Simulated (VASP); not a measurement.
# IrRu2 (P6/mmm) in VASP: a series of runs

IrRu2 is run at these levels: PBE; tasks: single point, relaxation of cell and atoms.

All numbers are computed with VASP 6.6.1; they aren't measurements. Logs are shortened: lines on timing, memory, paths and dates and some standing lists are left out, and cuts for length are marked.

## (1) The cell of the first run

It takes space group P6/mmm (No. 191, hexagonal). The conventional cell has a = 4.129 Å, b = 4.129 Å, c = 3.043 Å, α = 90.00°, β = 90.00°, γ = 120.00°. Ru (site symmetry -6m2) has 3 Ir at 2.38 Å and 5 Ru at 2.38 to 3.04 Å within 3.1 Å. Ir (site symmetry 6/mmm) has 6 Ru at 2.38 Å and 2 Ir at 3.04 Å within 3.1 Å.

The cell was generated, and may not be a known phase.

## (2) Single point, PBE

INCAR reads:

```
PREC     = Accurate       # precision mode
ENCUT    = 520            # plane-wave cutoff, eV
EDIFF    = 1E-6           # SCF threshold, eV
ISMEAR   = 0              # smearing method
SIGMA    = 0.1            # smearing width, eV
LREAL    = False          # projectors in reciprocal space
LASPH    = True           # aspherical terms in the spheres
NELM     = 80             # most SCF steps
ALGO     = Fast           # electronic algorithm
ISIF     = 2              # what is computed and relaxed
LWAVE    = False          # write WAVECAR
LCHARG   = False          # write CHGCAR
GGA      = PE             # functional
NBANDS   = 26             # bands
```

KPOINTS reads:

```
regular mesh
0
Gamma
  6 6 6
```

POSCAR reads:

```
IrRu2
1.0
    4.1290634000      0.0000000000      0.0000000000
   -2.0645317000      3.5758738000      0.0000000000
    0.0000000000      0.0000000000      3.0432405400
Ru Ir
2 1
Direct
    0.3333333300      0.6666666700      0.5000000000
    0.6666666700      0.3333333300      0.5000000000
    0.0000000000      0.0000000000      0.5000000000
```

Potentials or basis: VASP PAW PBE potentials, release 64 (Ru_pv, Ir).

Command:

```
$ cat potpaw_PBE.64/Ru_pv/POTCAR potpaw_PBE.64/Ir/POTCAR > POTCAR
$ mpirun -np 1 vasp_std > vasp.out
```

OUTCAR:

```text
PREC = Accurate
   ENCUT = 520
   EDIFF = 1E-6
   ISMEAR = 0
   LREAL = False
   LASPH = True
   NELM = 80
   ISIF = 2
   GGA = PE

 ion  position               nearest neighbor table
   1  0.333  0.667  0.500-   3 2.38   2 2.38   2 2.38   3 2.38   3 2.38   2 2.38
   2  0.667  0.333  0.500-   3 2.38   1 2.38   1 2.38   3 2.38   3 2.38   1 2.38
   3  0.000  0.000  0.500-   1 2.38   2 2.38   2 2.38   1 2.38   2 2.38   1 2.38

  LATTYP: Found a hexagonal cell.
 ALAT       =     4.1290634000
 C/A-ratio  =     0.7370292595

  Lattice vectors:

 A1 = (   4.1290634000,   0.0000000000,   0.0000000000)
 A2 = (  -2.0645317000,   3.5758738000,   0.0000000000)
 A3 = (   0.0000000000,   0.0000000000,   3.0432405400)

Analysis of symmetry for initial positions (statically):
=====================================================================
 Subroutine PRICEL returns:
 Original cell was already a primitive cell.

 Routine SETGRP: Setting up the symmetry group for a
 hexagonal supercell.

 Subroutine GETGRP returns: Found 24 space group operations
 (whereof 24 operations were pure point group operations)
 out of a pool of 24 trial point group operations.

The static configuration has the point symmetry D_6h.

Analysis of symmetry for dynamics (positions and initial velocities):
=====================================================================
 Subroutine PRICEL returns:
 Original cell was already a primitive cell.

 Routine SETGRP: Setting up the symmetry group for a
 hexagonal supercell.

 Subroutine GETGRP returns: Found 24 space group operations
 (whereof 24 operations were pure point group operations)
 out of a pool of 24 trial point group operations.

The dynamic configuration has the point symmetry D_6h.

 Subroutine INISYM returns: Found 24 space group operations
 (whereof 24 operations are pure point group operations),
 and found     1 'primitive' translations

----------------------------------------------------------------------------------------

                                     Primitive cell

  volume of cell :      44.9335

  direct lattice vectors                    reciprocal lattice vectors
     4.129063400  0.000000000  0.000000000     0.242185673  0.139825964  0.000000000
    -2.064531700  3.575873800  0.000000000     0.000000000  0.279651927  0.000000000
     0.000000000  0.000000000  3.043240540     0.000000000  0.000000000  0.328597095

  length of vectors
     4.129063400  4.129063402  3.043240540     0.279651927  0.279651927  0.328597095

  position of ions in fractional coordinates (direct lattice)
     0.333333330  0.666666670  0.500000000
     0.666666670  0.333333330  0.500000000
     0.000000000  0.000000000  0.500000000

  ion indices of the primitive-cell ions
   primitive index   ion index
                 1           1
                 2           2
                 3           3

----------------------------------------------------------------------------------------

 KPOINTS: regular mesh

Automatic generation of k-mesh.
 Grid dimensions read from file:
 generate k-points for:    6    6    6

 Generating k-lattice:

  Cartesian coordinates                     Fractional coordinates (reciprocal lattice)
     0.040364279  0.023304327  0.000000000     0.166666667 -0.000000000  0.000000000
     0.000000000  0.046608655  0.000000000     0.000000000  0.166666667  0.000000000
     0.000000000  0.000000000  0.054766182     0.000000000  0.000000000  0.166666667

  Length of vectors
     0.046608655  0.046608655  0.054766182

  Shift w.r.t. Gamma in fractional coordinates (k-lattice)
     0.000000000  0.000000000  0.000000000

 Subroutine IBZKPT returns following result:
 ===========================================

 Found     28 irreducible k-points:

 Following reciprocal coordinates:
            Coordinates               Weight
  0.000000  0.000000  0.000000      1.000000
  0.166667  0.000000  0.000000      6.000000
  0.333333  0.000000  0.000000      6.000000
  0.500000  0.000000  0.000000      3.000000
  0.166667  0.166667  0.000000      6.000000
  0.333333  0.166667  0.000000     12.000000
[... 16 lines left out ...]
  0.166667  0.000000  0.500000      6.000000
  0.333333  0.000000  0.500000      6.000000
 [... further k-points ...]
   k-points           NKPTS =     28   k-points in BZ     NKDIM =     28   number of bands    NBANDS=     26
   number of dos      NEDOS =    301   number of ions     NIONS =      3
   total plane-waves  NPLWV =  24576
   dimension x,y,z NGX =    32 NGY =   32 NGZ =   24
   dimension x,y,z NGXF=    64 NGYF=   64 NGZF=   48
   ions per type =               2   1
   NGX,Y,Z   is equivalent  to a cutoff of  12.88, 12.88, 13.11 a.u.
   NGXF,Y,Z  is equivalent  to a cutoff of  25.77, 25.77, 26.22 a.u.
 SYSTEM =  unknown system
   PREC   = accura    normal or accurate (medium, high low for compatibility)
   ISTART =      0    job   : 0-new  1-cont  2-samecut
   ICHARG =      2    charge: 1-file 2-atom 10-const
   ISPIN  =      1    spin polarized calculation?
   LNONCOLLINEAR =      F non collinear calculations
   LSORBIT =      F    spin-orbit coupling
   LASPH  =      T    aspherical Exc in radial PAW
   ENCUT  =  520.0 eV  38.22 Ry    6.18 a.u.   7.68  7.68  5.66*2*pi/ulx,y,z
   NELM   =     80;   NELMIN=  2; NELMDL= -5     # of ELM steps
   EDIFF  = 0.1E-05   stopping-criterion for ELM
   LREAL  =      F    real-space projection
   EDIFFG = 0.1E-04   stopping-criterion for IOM
   NSW    =      0    number of steps for IOM
   IBRION =     -1    ionic relax: 0-MD 1-quasi-New 2-CG
   NFREE  =      0    steps in history (QN), initial steepest desc. (CG)
   ISIF   =      2    stress and relaxation
   ISYM   =      2    0-nonsym 1-usesym 2-fastsym
   POTIM  = 0.5000    time-step for ionic-motion
   TEBEG  =    0.0;   TEEND  =   0.0 temperature during run
   PSTRESS=    0.0 pullay stress
   NELECT =      37.0000    total number of electrons
   NUPDOWN=      -1.0000    fix difference up-down
   EMIN   =  10.00;   EMAX   =-10.00  energy-range for DOS
   EFERMI =   0.00;   METHOD = LEGACY
   ISMEAR =     0;   SIGMA  =   0.10  broadening in eV -4-tet -1-fermi 0-gaus
   EFERMI_NEDOS =   21; number of points for ismear=-14 and -15
   IALGO  =     68    algorithm
   IMIX   =      4    mixing-type and parameters
     AMIX     =   0.40;   BMIX     =  1.00
     AMIX_MAG =   1.60;   BMIX_MAG =  1.00
  volume/ion in A,a.u.               =      14.98       101.08
  Fermi-wavevector in a.u.,A,eV,Ry     =   1.534448  2.899686 32.035319  2.354529
  Thomas-Fermi vector in A             =   2.641374
   LORBIT       =      0    0 simple, 1 ext, 2 COOP (PROOUT), +10 PAW based schemes
   GGA     = PE    functional components
   LHFCALC =     F    Hartree Fock is set to
   AEXX    =    0.0000 exact exchange contribution
   IVDW    =     0    specifies the selected vdW correction
   LEPSILON=     F    determine dielectric tensor
   LRPA    =     F    only Hartree local field effects (RPA)
 non-spin polarized calculation
 RMM-DIIS sequential band-by-band and
 Gauss-broadening in eV      SIGMA  =   0.10
  energy-cutoff  :      520.00
  volume of cell :       44.93
 maximum number of plane-waves:      1229
 NGX is ok and might be reduce to    32
   NGX = 15   NGY = 15   NGZ = 11

 number of electron      37.0000008 magnetization

 Free energy of the ion-electron system (eV)
  ---------------------------------------------------
  ext. energy  EPLUGINS =         0.00000000
  ---------------------------------------------------
  free energy    TOTEN  =       -21.70133663 eV

  energy without entropy =      -21.67279194  energy(sigma->0) =      -21.68706429

 E-fermi :  10.7463     XC(G=0): -13.2817

 val. band max:       10.7458267261   @ k =   0.0000   0.0000   0.3333
 cond. band min:      10.7476490204   @ k =   0.3333   0.1667   0.0000
 fundamental gap:      0.0018222943
 Fermi energy:        10.7463027575

 k-point     1 :       0.0000    0.0000    0.0000
  band No.  band energies     occupation
      1     -33.1126      2.00000
      2     -33.1126      2.00000
      3     -32.2404      2.00000
      4     -31.9896      2.00000
      5     -31.9896      2.00000
      6     -31.9677      2.00000
[... 18 lines left out ...]
     25      19.7679      0.00000
     26      20.1125      0.00000

 k-point     2 :       0.1667    0.0000    0.0000
  band No.  band energies     occupation
      1     -33.1229      2.00000
      2     -33.0468      2.00000
      3     -32.2250      2.00000
      4     -32.0637      2.00000
      5     -31.9841      2.00000
      6     -31.9723      2.00000
[... 18 lines left out ...]
     25      20.6908      0.00000
     26      21.0374      0.00000

 k-point     3 :       0.3333    0.0000    0.0000
  band No.  band energies     occupation
      1     -33.1426      2.00000
      2     -32.9175      2.00000
      3     -32.2058      2.00000
      4     -32.1849      2.00000
      5     -32.0264      2.00000
      6     -31.9386      2.00000
[... 18 lines left out ...]
     25      21.4304      0.00000
     26      23.6700      0.00000

 k-point     4 :       0.5000    0.0000    0.0000
  band No.  band energies     occupation
      1     -33.1520      2.00000
      2     -32.8560      2.00000
      3     -32.2719      2.00000
      4     -32.1526      2.00000
      5     -32.0599      2.00000
      6     -31.9222      2.00000
[... 18 lines left out ...]
     25      21.3855      0.00000
     26      21.7666      0.00000
[... 496 lines left out ...]
      1     -33.0958      2.00000
      2     -33.0958      2.00000
      3     -32.4026      2.00000
      4     -32.1021      2.00000
      5     -31.9788      2.00000
      6     -31.9788      2.00000
[... 18 lines left out ...]
     25      20.7158      0.00000
     26      21.4010      0.00000

 k-point    23 :       0.1667    0.0000    0.5000
  band No.  band energies     occupation
      1     -33.1059      2.00000
      2     -33.0302      2.00000
      3     -32.3857      2.00000
      4     -32.1202      2.00000
      5     -32.0525      2.00000
      6     -31.9618      2.00000
[... 18 lines left out ...]
     25      19.5911      0.00000
     26      22.3071      0.00000

 k-point    24 :       0.3333    0.0000    0.5000
  band No.  band energies     occupation
      1     -33.1253      2.00000
      2     -32.9012      2.00000
      3     -32.3416      2.00000
      4     -32.1939      2.00000
      5     -32.1667      2.00000
      6     -31.9285      2.00000
[... 18 lines left out ...]
     25      17.7961      0.00000
     26      17.8712      0.00000

 [... further k-points ...]
[... 5 lines left out ...]
  --------------------------------------------------------------------------------------
  -------------------------------------------------------------------------------------
  Total       27.8659613     27.8659613     -6.8601116      0.0000000      0.0000000      0.0000000
  in kB      993.6068960    993.6068970   -244.6086133      0.0000000      0.0000000      0.0000000
  external PRESSURE =     580.8683933 kB  Pullay stress =       0.0000000 kB

 VOLUME and BASIS-vectors are now :
 -----------------------------------------------------------------------------
  energy-cutoff  :      520.00
  volume of cell :       44.93
      direct lattice vectors                 reciprocal lattice vectors
     4.129063400  0.000000000  0.000000000     0.242185673  0.139825964  0.000000000
    -2.064531700  3.575873800  0.000000000     0.000000000  0.279651927  0.000000000
     0.000000000  0.000000000  3.043240540     0.000000000  0.000000000  0.328597095

 POSITION                                       TOTAL-FORCE (eV/Angst)
 -----------------------------------------------------------------------------------
     -0.00000      2.38392      1.52162        -0.000000      0.000000      0.000000
      2.06453      1.19196      1.52162         0.000000     -0.000000      0.000000
      0.00000      0.00000      1.52162        -0.000000      0.000000      0.000000
 -----------------------------------------------------------------------------------
    total drift:                               -0.000000      0.000000     -0.000000

  FREE ENERGIE OF THE ION-ELECTRON SYSTEM (eV)
  ---------------------------------------------------
  free  energy   TOTEN  =       -21.7013366326 eV

  energy  without entropy=      -21.6727919399  energy(sigma->0) =      -21.68706429
```

Run time: 15 s. Hardware: 1 thread of Intel Xeon 6975P-C (Granite Rapids), shared host; peak memory 0.17 GiB.

What came out:

| Item | Value |
| --- | --- |
| Free energy | -21.7013 eV |
| Pressure | 58.1 GPa |
| Band gap on the k mesh | zero (an odd number of electrons rules out a gap without spin polarisation) |

Stress tensor (GPa, compression positive):
```
 99.36   0.00   0.00
  0.00  99.36   0.00
  0.00   0.00 -24.46
```

Levels at points of the mesh, in eV from the Fermi level:
```csv
k point,band 15,band 16,band 17,band 18,band 19,band 20,band 21,band 22
"(0.00, 0.00, 0.00)",-3.02,-3.02,-2.60,-2.60,-2.35,-1.85,1.60,1.60
"(0.50, 0.00, 0.00)",-2.84,-2.50,-2.39,0.24,0.33,0.43,1.44,1.48
"(0.00, 0.00, 0.50)",-2.91,-2.77,-2.77,-2.34,1.04,1.12,1.12,1.23
"(0.50, 0.00, 0.50)",-0.62,-0.38,-0.36,0.93,1.12,1.50,3.08,3.92
```

Caveat: the stress differs along the axes, from -24 to 99 GPa; spin-orbit coupling is left out, which moves the levels of the heavy elements.

(Continued in part 2 of 2.)

The gap in the log of VASP goes by the Fermi energy; the results here count the filled bands.